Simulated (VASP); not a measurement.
# GaP in VASP: notebook

The runs below take GaP through single point, with PBE.

Everything below comes from runs of VASP 6.6.1. Logs are shortened: lines on timing, memory, paths and dates and some standing lists are left out, and cuts for length are marked.

### Step 1. The cell of the first run

The structure is cubic, space group F-43m (No. 216). Conventional cell: a = 5.780 Å, b = 5.780 Å, c = 5.780 Å, α = 90.00°, β = 90.00°, γ = 90.00°. Within 3.3 Å of Ga (site symmetry -43m) lie 4 P at 2.50 Å. Within 3.3 Å of P (site symmetry -43m) lie 4 Ga at 2.50 Å.

### Step 2. Single point, PBE (strain +0.050 along x and y, +0.050 along z)

INCAR reads:

```
  ALGO = Normal
  EDIFF = 1E-7
  ENCUT = 520
  GGA = PE
  ISIF = 2
  ISMEAR = 0
  LASPH = True
  LCHARG = False
  LREAL = False
  LWAVE = False
  NBANDS = 16
  NELM = 100
  PREC = Accurate
  SIGMA = 0.05
```

KPOINTS reads:

```
k-points
0
Gamma
  8 8 8
```

POSCAR reads:

```
GaP
1.0
    0.0000000000      2.8901636530      2.8901636530
    2.8901636530      0.0000000000      2.8901636530
    2.8901636530      2.8901636530      0.0000000000
Ga P
1 1
Direct
    0.0000000000      0.0000000000      0.0000000000
    0.7500000000      0.7500000000      0.7500000000
```

Potentials or basis: VASP PAW PBE potentials, release 64 (Ga_d, P).

Run with:

```sh
cat potpaw_PBE.64/Ga_d/POTCAR potpaw_PBE.64/P/POTCAR > POTCAR
mpirun -np 1 vasp_std > vasp.out
```

OUTCAR:

```text
EDIFF = 1E-7
   ENCUT = 520
   GGA = PE
   ISIF = 2
   ISMEAR = 0
   LASPH = True
   LREAL = False
   NELM = 100
   PREC = Accurate

 ion  position               nearest neighbor table
   1  0.000  0.000  0.000-   2 2.50   2 2.50   2 2.50   2 2.50
   2  0.750  0.750  0.750-   1 2.50   1 2.50   1 2.50   1 2.50

  LATTYP: Found a face centered cubic cell.
 ALAT       =     5.7803273060

  Lattice vectors:

 A1 = (   0.0000000000,   2.8901636530,   2.8901636530)
 A2 = (   2.8901636530,   0.0000000000,   2.8901636530)
 A3 = (   2.8901636530,   2.8901636530,   0.0000000000)

Analysis of symmetry for initial positions (statically):
=====================================================================
 Subroutine PRICEL returns:
 Original cell was already a primitive cell.

 Routine SETGRP: Setting up the symmetry group for a
 face centered cubic supercell.

 Subroutine GETGRP returns: Found 24 space group operations
 (whereof 24 operations were pure point group operations)
 out of a pool of 48 trial point group operations.

The static configuration has the point symmetry T_d .

Analysis of symmetry for dynamics (positions and initial velocities):
=====================================================================
 Subroutine PRICEL returns:
 Original cell was already a primitive cell.

 Routine SETGRP: Setting up the symmetry group for a
 face centered cubic supercell.

 Subroutine GETGRP returns: Found 24 space group operations
 (whereof 24 operations were pure point group operations)
 out of a pool of 48 trial point group operations.

The dynamic configuration has the point symmetry T_d .

 Subroutine INISYM returns: Found 24 space group operations
 (whereof 24 operations are pure point group operations),
 and found     1 'primitive' translations

----------------------------------------------------------------------------------------

                                     Primitive cell

  volume of cell :      48.2833

  direct lattice vectors                    reciprocal lattice vectors
     0.000000000  2.890163653  2.890163653    -0.173000584  0.173000584  0.173000584
     2.890163653  0.000000000  2.890163653     0.173000584 -0.173000584  0.173000584
     2.890163653  2.890163653  0.000000000     0.173000584  0.173000584 -0.173000584

  length of vectors
[... 74 lines left out ...]
   ISTART =      0    job   : 0-new  1-cont  2-samecut
   ICHARG =      2    charge: 1-file 2-atom 10-const
   ISPIN  =      1    spin polarized calculation?
   LNONCOLLINEAR =      F non collinear calculations
   LSORBIT =      F    spin-orbit coupling
   LASPH  =      T    aspherical Exc in radial PAW
   ENCUT  =  520.0 eV  38.22 Ry    6.18 a.u.   7.60  7.60  7.60*2*pi/ulx,y,z
   NELM   =    100;   NELMIN=  2; NELMDL= -5     # of ELM steps
   EDIFF  = 0.1E-06   stopping-criterion for ELM
   LREAL  =      F    real-space projection
   EDIFFG = 0.1E-05   stopping-criterion for IOM
   NSW    =      0    number of steps for IOM
   IBRION =     -1    ionic relax: 0-MD 1-quasi-New 2-CG
   NFREE  =      0    steps in history (QN), initial steepest desc. (CG)
   ISIF   =      2    stress and relaxation
   ISYM   =      2    0-nonsym 1-usesym 2-fastsym
   POTIM  = 0.5000    time-step for ionic-motion
   TEBEG  =    0.0;   TEEND  =   0.0 temperature during run
   PSTRESS=    0.0 pullay stress
   NELECT =      18.0000    total number of electrons
   NUPDOWN=      -1.0000    fix difference up-down
   EMIN   =  10.00;   EMAX   =-10.00  energy-range for DOS
   EFERMI =   0.00;   METHOD = LEGACY
   ISMEAR =     0;   SIGMA  =   0.05  broadening in eV -4-tet -1-fermi 0-gaus
   EFERMI_NEDOS =   21; number of points for ismear=-14 and -15
   IALGO  =     38    algorithm
   IMIX   =      4    mixing-type and parameters
     AMIX     =   0.40;   BMIX     =  1.00
     AMIX_MAG =   1.60;   BMIX_MAG =  1.00
  volume/ion in A,a.u.               =      24.14       162.92
  Fermi-wavevector in a.u.,A,eV,Ry     =   1.178239  2.226548 18.888235  1.388246
  Thomas-Fermi vector in A             =   2.314571
   LORBIT       =      0    0 simple, 1 ext, 2 COOP (PROOUT), +10 PAW based schemes
   GGA     = PE    functional components
   LHFCALC =     F    Hartree Fock is set to
   AEXX    =    0.0000 exact exchange contribution
   IVDW    =     0    specifies the selected vdW correction
   LEPSILON=     F    determine dielectric tensor
   LRPA    =     F    only Hartree local field effects (RPA)
 non-spin polarized calculation
 Gauss-broadening in eV      SIGMA  =   0.05
  energy-cutoff  :      520.00
  volume of cell :       48.28
 maximum number of plane-waves:      1316
   NGX = 15   NGY = 15   NGZ = 15

 number of electron      18.0000000 magnetization

 Free energy of the ion-electron system (eV)
  ---------------------------------------------------
  ext. energy  EPLUGINS =         0.00000000
  ---------------------------------------------------
  free energy    TOTEN  =        -8.93891504 eV

  energy without entropy =       -8.93891504  energy(sigma->0) =       -8.93891504

 E-fermi :   3.2414     XC(G=0):  -9.0521

 val. band max:        3.0171053419   @ k =   0.0000   0.0000   0.0000
 cond. band min:       3.4544066584   @ k =   0.0000   0.0000   0.0000
 fundamental gap:      0.4373013164
 Fermi energy:         3.2414245103

 k-point     1 :       0.0000    0.0000    0.0000
  band No.  band energies     occupation
      1     -11.3386      2.00000
      2     -11.3386      2.00000
      3     -11.3386      2.00000
      4     -11.2822      2.00000
      5     -11.2822      2.00000
      6      -8.2866      2.00000
[... 433 lines left out ...]
      3     -11.3151      2.00000
      4     -11.2843      2.00000
      5     -11.2781      2.00000
      6      -6.4320      2.00000
[... 8 lines left out ...]
     15      14.2835      0.00000
     16      14.5799      0.00000

 [... further k-points ...]
[... 5 lines left out ...]
  --------------------------------------------------------------------------------------
  -------------------------------------------------------------------------------------
  Total       -2.3962228     -2.3962228     -2.3962228      0.0000000      0.0000000      0.0000000
  in kB      -79.5134275    -79.5134275    -79.5134275      0.0000000      0.0000000      0.0000000
  external PRESSURE =     -79.5134275 kB  Pullay stress =       0.0000000 kB

 VOLUME and BASIS-vectors are now :
 -----------------------------------------------------------------------------
  energy-cutoff  :      520.00
  volume of cell :       48.28
      direct lattice vectors                 reciprocal lattice vectors
     0.000000000  2.890163653  2.890163653    -0.173000584  0.173000584  0.173000584
     2.890163653  0.000000000  2.890163653     0.173000584 -0.173000584  0.173000584
     2.890163653  2.890163653  0.000000000     0.173000584  0.173000584 -0.173000584

 POSITION                                       TOTAL-FORCE (eV/Angst)
 -----------------------------------------------------------------------------------
      0.00000      0.00000      0.00000        -0.000000     -0.000000     -0.000000
      4.33525      4.33525      4.33525         0.000000      0.000000      0.000000
 -----------------------------------------------------------------------------------
    total drift:                               -0.000002     -0.000002     -0.000002

  FREE ENERGIE OF THE ION-ELECTRON SYSTEM (eV)
  ---------------------------------------------------
  free  energy   TOTEN  =        -8.9389150395 eV

  energy  without entropy=       -8.9389150395  energy(sigma->0) =       -8.93891504
```

Wall time 49 s (1 thread of AMD EPYC 7R43 (Zen 3), shared host); peak memory 0.13 GiB.

Results:

* Free energy: -8.9389 eV
* Pressure: -8.0 GPa
* Band gap on the k mesh: 0.44 eV, direct

Levels at points of the mesh, in eV from the valence-band top:
```csv
k point,band 7,band 8,band 9,band 10,band 11,band 12
"(0.00, 0.00, 0.00)",0.00,0.00,0.00,0.44,3.88,3.88
"(0.50, 0.00, 0.00)",-5.75,-0.89,-0.89,1.15,4.71,4.71
"(0.50, 0.50, 0.00)",-6.01,-2.13,-2.13,1.89,1.97,9.29
```

Caveat: the cell differs from its parent crystal (strain +0.050 along x and y, +0.050 along z).

### Step 3. Single point, PBE (strain -0.050 along x and y, -0.025 along z)

INCAR reads:

```
SYSTEM = GaP
ALGO = Normal
EDIFF = 1E-6
ENCUT = 520
GGA = PE
ISIF = 2
ISMEAR = 0
LASPH = .True.
LCHARG = .True.
LELF = .True.
LREAL = .False.
LVHAR = .True.
LWAVE = .False.
NBANDS = 16
NELM = 80
PREC = Accurate
SIGMA = 0.05
```

KPOINTS reads:

```
k-points
0
Gamma
  8 8 8
  0 0 0
```

POSCAR reads:

```
GaP
1.0
    0.0000000000      2.6149099718      2.6837233921
    2.6149099718      0.0000000000      2.6837233921
    2.6149099718      2.6149099718      0.0000000000
Ga P
1 1
Direct
    0.0000000000      0.0000000000      0.0000000000
    0.7500000000      0.7500000000      0.7500000000
```

Potentials or basis: VASP PAW PBE potentials, release 64 (Ga_d, P).

Run with:

```sh
cat potpaw_PBE.64/Ga_d/POTCAR potpaw_PBE.64/P/POTCAR > POTCAR
mpirun -np 1 vasp_std > vasp.out
```

OUTCAR:

```text
SYSTEM = GaP
   EDIFF = 1E-6
   ENCUT = 520
   GGA = PE
   ISIF = 2
   ISMEAR = 0
   LASPH = .True.
   LREAL = .False.
   NELM = 80
   PREC = Accurate

 ion  position               nearest neighbor table
   1  0.000  0.000  0.000-   2 2.28   2 2.28   2 2.28   2 2.28
   2  0.750  0.750  0.750-   1 2.28   1 2.28   1 2.28   1 2.28

  LATTYP: Found a body centered tetragonal cell.
 ALAT       =     3.6980411465
 C/A-ratio  =     1.4514297087

  Lattice vectors:

 A1 = (  -2.6149099718,   0.0000000000,   2.6837233921)
 A2 = (   2.6149099718,   0.0000000000,   2.6837233921)
 A3 = (   0.0000000000,   2.6149099718,  -2.6837233921)

Analysis of symmetry for initial positions (statically):
=====================================================================
 Subroutine PRICEL returns:
 Original cell was already a primitive cell.

 Routine SETGRP: Setting up the symmetry group for a
 body centered tetragonal supercell.

 Subroutine GETGRP returns: Found  8 space group operations
 (whereof  8 operations were pure point group operations)
 out of a pool of 16 trial point group operations.

The static configuration has the point symmetry D_2d.

Analysis of symmetry for dynamics (positions and initial velocities):
=====================================================================
 Subroutine PRICEL returns:
 Original cell was already a primitive cell.

 Routine SETGRP: Setting up the symmetry group for a
 body centered tetragonal supercell.

 Subroutine GETGRP returns: Found  8 space group operations
 (whereof  8 operations were pure point group operations)
 out of a pool of 16 trial point group operations.

The dynamic configuration has the point symmetry D_2d.

 Subroutine INISYM returns: Found  8 space group operations
 (whereof  8 operations are pure point group operations),
[... 104 lines left out ...]
   POTIM  = 0.5000    time-step for ionic-motion
   TEBEG  =    0.0;   TEEND  =   0.0 temperature during run
   PSTRESS=    0.0 pullay stress
   NELECT =      18.0000    total number of electrons
   NUPDOWN=      -1.0000    fix difference up-down
   EMIN   =  10.00;   EMAX   =-10.00  energy-range for DOS
   EFERMI =   0.00;   METHOD = LEGACY
   ISMEAR =     0;   SIGMA  =   0.05  broadening in eV -4-tet -1-fermi 0-gaus
   EFERMI_NEDOS =   21; number of points for ismear=-14 and -15
   IALGO  =     38    algorithm
   IMIX   =      4    mixing-type and parameters
     AMIX     =   0.40;   BMIX     =  1.00
     AMIX_MAG =   1.60;   BMIX_MAG =  1.00
  volume/ion in A,a.u.               =      18.35       123.84
  Fermi-wavevector in a.u.,A,eV,Ry     =   1.291037  2.439706 22.677861  1.666776
  Thomas-Fermi vector in A             =   2.422831
   LORBIT       =      0    0 simple, 1 ext, 2 COOP (PROOUT), +10 PAW based schemes
   GGA     = PE    functional components
   LHFCALC =     F    Hartree Fock is set to
   AEXX    =    0.0000 exact exchange contribution
   IVDW    =     0    specifies the selected vdW correction
   LEPSILON=     F    determine dielectric tensor
   LRPA    =     F    only Hartree local field effects (RPA)
 non-spin polarized calculation
 Gauss-broadening in eV      SIGMA  =   0.05
  energy-cutoff  :      520.00
  volume of cell :       36.70
 maximum number of plane-waves:      1004
   NGX = 13   NGY = 13   NGZ = 13

 number of electron      17.9999999 magnetization

 Free energy of the ion-electron system (eV)
  ---------------------------------------------------
  ext. energy  EPLUGINS =         0.00000000
  ---------------------------------------------------
  free energy    TOTEN  =        -8.93916137 eV

  energy without entropy =       -8.93916137  energy(sigma->0) =       -8.93916137

 E-fermi :   5.9930     XC(G=0): -10.2878

 val. band max:        5.7640532921   @ k =   0.0000   0.0000   0.0000
 cond. band min:       7.0746408436   @ k =   0.5000   0.0000   0.5000
 fundamental gap:      1.3105875515
 Fermi energy:         5.9929571982

 k-point     1 :       0.0000    0.0000    0.0000
  band No.  band energies     occupation
      1      -9.0524      2.00000
      2      -9.0440      2.00000
      3      -9.0440      2.00000
      4      -8.9144      2.00000
      5      -8.9130      2.00000
      6      -7.5640      2.00000
[... 433 lines left out ...]
      3      -9.0084      2.00000
      4      -8.9241      2.00000
      5      -8.8992      2.00000
      6      -5.8802      2.00000
[... 8 lines left out ...]
     15      16.7633      0.00000
     16      17.1125      0.00000

 [... further k-points ...]
[... 5 lines left out ...]
  --------------------------------------------------------------------------------------
  -------------------------------------------------------------------------------------
  Total        3.1206842      3.1206842      2.6644848      0.0000000     -0.0000000      0.0000000
  in kB      136.2320141    136.2320141    116.3168421      0.0000000     -0.0000000      0.0000000
  external PRESSURE =     129.5936234 kB  Pullay stress =       0.0000000 kB

 VOLUME and BASIS-vectors are now :
 -----------------------------------------------------------------------------
  energy-cutoff  :      520.00
  volume of cell :       36.70
      direct lattice vectors                 reciprocal lattice vectors
     0.000000000  2.614909972  2.683723392    -0.191211172  0.191211172  0.186308321
     2.614909972  0.000000000  2.683723392     0.191211172 -0.191211172  0.186308321
     2.614909972  2.614909972  0.000000000     0.191211172  0.191211172 -0.186308321

 POSITION                                       TOTAL-FORCE (eV/Angst)
 -----------------------------------------------------------------------------------
      0.00000      0.00000      0.00000         0.000000      0.000000      0.000000
      3.92236      3.92236      4.02559        -0.000000     -0.000000     -0.000000
 -----------------------------------------------------------------------------------
    total drift:                               -0.000002     -0.000002     -0.000002

  FREE ENERGIE OF THE ION-ELECTRON SYSTEM (eV)
  ---------------------------------------------------
  free  energy   TOTEN  =        -8.9391613666 eV

  energy  without entropy=       -8.9391613666  energy(sigma->0) =       -8.93916137
```

OSZICAR:

```text
N       E                     dE             d eps       ncg     rms          rms(c)
DAV:   1     0.818613421408E+02    0.81861E+02   -0.91311E+03  1968   0.169E+03
DAV:   2    -0.289550194961E+01   -0.84757E+02   -0.79947E+02  2104   0.315E+02
DAV:   3    -0.914464152164E+01   -0.62491E+01   -0.62240E+01  2480   0.660E+01
DAV:   4    -0.923950432186E+01   -0.94863E-01   -0.94847E-01  2240   0.870E+00
DAV:   5    -0.924132659575E+01   -0.18223E-02   -0.18221E-02  2488   0.110E+00    0.476E+00
DAV:   6    -0.897438335049E+01    0.26694E+00   -0.38529E-01  2912   0.118E+01    0.321E+00
DAV:   7    -0.893853676854E+01    0.35847E-01   -0.11747E-01  2536   0.248E+00    0.122E+00
DAV:   8    -0.893867839916E+01   -0.14163E-03   -0.14528E-02  2248   0.150E+00    0.286E-01
DAV:   9    -0.893905390018E+01   -0.37550E-03   -0.13646E-03  2448   0.470E-01    0.718E-02
DAV:  10    -0.893910209494E+01   -0.48195E-04   -0.11047E-04  2904   0.145E-01    0.304E-02
DAV:  11    -0.893916161175E+01   -0.59517E-04   -0.79450E-05  2224   0.741E-02    0.624E-03
DAV:  12    -0.893916136660E+01    0.24515E-06   -0.21070E-06  2112   0.193E-02
   1 F= -.89391614E+01 E0= -.89391614E+01  d E =-.870623E-13
```

Run time: 60 s. Hardware: 1 thread of AMD EPYC 7R43 (Zen 3), shared host; peak memory 0.13 GiB.

What came out:

```yaml
Free_energy: -8.9392 eV
Pressure: 13.0 GPa
Band_gap_on_the_k_mesh: 1.31 eV, indirect (least direct gap 2.60 eV)
```

Stress tensor (GPa, compression positive):
```
13.62  0.00  0.00
 0.00 13.62  0.00
 0.00  0.00 11.63
```

Caveat: the cell differs from its parent crystal (strain -0.050 along x and y, -0.025 along z).
